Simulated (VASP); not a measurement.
**Fe3Ge: single point with PBEsol**

Fe3Ge:

```
Fe Ge
1.0
     3.66050    0.00000    0.00000
     0.00000    3.66050    0.00000
     0.00000    0.00000    3.66050
Fe Ge
3 1
Direct
  0.00000 0.50000 0.50000
  0.50000 0.50000 0.00000
  0.50000 0.00000 0.50000
  0.00000 0.00000 0.00000
```

```yaml
Program: VASP 6.6.1
Task: single point
Functional: PBEsol
Potentials_or_basis: VASP PAW PBE potentials, release 64 (Fe, Ge_d)
Cutoff: 600 eV
k_mesh: 12 × 12 × 12
Occupations: gaussian, width 0.1 eV
Spin: collinear spin, ferromagnetic start
Starting_moments: "[0.5, 0.5, 0.5, 0.0] μB"
```

```
Pressure                                              : -11.2 GPa
Net moment                                            : 6.45 μB per cell
Site moments                                          : Fe +2.19; Ge -0.14 μB
Valence electrons inside the program's atomic spheres : Fe 7.21; Ge 12.46
```

Levels at points of the mesh, in eV from the Fermi level:
Spin up:
| k point | band 18 | band 19 | band 20 | band 21 | band 22 | band 23 | band 24 | band 25 | band 26 | band 27 |
| --- | --- | --- | --- | --- | --- | --- | --- | --- | --- | --- |
| (0.00, 0.00, 0.00) | -1.20 | -1.20 | -1.20 | -0.72 | -0.36 | -0.36 | -0.36 | 2.96 | 6.54 | 6.54 |
| (0.50, 0.00, 0.00) | -1.86 | -1.86 | -1.74 | -1.27 | -0.36 | 3.02 | 3.02 | 3.78 | 5.34 | 5.34 |
| (0.50, 0.50, 0.00) | -2.03 | -1.83 | -1.80 | -1.63 | -1.40 | 0.23 | 0.23 | 4.92 | 5.52 | 8.06 |
| (0.50, 0.50, 0.50) | -2.22 | -1.89 | -1.89 | -0.66 | -0.62 | -0.62 | -0.62 | -0.14 | 4.04 | 4.04 |
Spin down:
```
           k point  band 13  band 14  band 15  band 16  band 17  band 18  band 19  band 20
(0.00, 0.00, 0.00)    -1.14    -1.14    -1.14     0.17     0.17     0.17     1.28     1.28
(0.50, 0.00, 0.00)    -1.03    -1.03    -0.62    -0.34     0.16     0.16     0.36     0.38
(0.50, 0.50, 0.00)    -1.56    -0.88    -0.88    -0.08     0.17     0.17     0.21     0.54
(0.50, 0.50, 0.50)    -0.89    -0.89    -0.89    -0.42     0.32     0.32     0.32     0.60
```

Wall time 9.8 min on 1 thread of Oxide Virtual Turin-like Processor, with other jobs on the host, peak memory 0.32 GiB.

Caveat: the cell stands under tension; the PAW data sets were made with another functional, which shifts forces and pressure a little.
